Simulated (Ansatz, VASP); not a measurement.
# One calculation of Cu, two programs

INCAR

```
  PREC = Accurate
  ENCUT = 520
  EDIFF = 1E-6
  ISMEAR = 0
  SIGMA = 0.15
  LREAL = F
  LASPH = T
  NELM = 60
  ALGO = Fast
  ISIF = 2
  LWAVE = F
  LCHARG = T
  GGA = PE
  LELF = T
  LVHAR = T
  NBANDS = 12
```

KPOINTS

```
Automatic mesh
0
Gamma
  24 24 24
```

The input POSCAR:

```
Cu
1.0
    0.0000000000      1.9941943756      1.5817949788
    1.9941943756      0.0000000000      1.5817949788
    1.9941943756      1.9941943756      0.0000000000
Cu
1
Direct
    0.0000000000      0.0000000000      0.0000000000
```

Input for Ansatz:

```yaml
crystal:
  lattice:
    - [0.0, 1.9941943756, 1.5817949788]
    - [1.9941943756, 0.0, 1.5817949788]
    - [1.9941943756, 1.9941943756, 0.0]
  atoms:
    - { symbol: Cu, position: [0.0, 0.0, 0.0] }
basis:
  ecutwfc: 520.0
kpoints:
  mp_grid: { grid: [24, 24, 24] }
hamiltonian:
  xc: pbe
  pseudopotentials: { kind: paw, azcp: { folder: soft_1 } }
scf:
  occupations: { method: gaussian, width: 0.15 }
output:
  forces: true
  stress: true
  eigenvalues: true
```

Alike in both runs: task single point; functional PBE; k mesh 24 × 24 × 24; occupations gaussian, width 0.15 eV; no spin polarisation.

|  | VASP | Ansatz |
| --- | --- | --- |
| version | VASP 6.6.1 | Ansatz 0.2.0 |
| potentials or method | VASP PAW PBE potentials, release 64 (Cu), cutoff 520 eV | scalar-relativistic, plane waves, PAW |
| valence electrons in the cell | 11 | 19 |

|  | VASP | Ansatz | Ansatz less VASP |
| --- | --- | --- | --- |
| gap on the k mesh at the Fermi level (eV) | none | none | - |
| pressure (GPa) | -5.2 | -5.9 | -0.69 |
| traceless stress, the component that is largest in VASP (GPa) | 1.47 | 1.49 | +0.019 |

A gap of «none» marks a metal or a gap that the smearing closes. The functional is the same, so the differences come from potentials, cutoffs and numerics. VASP's potentials hold 11 valence electrons a cell and Ansatz's 19, so a difference there can come from the potentials and not from the codes.
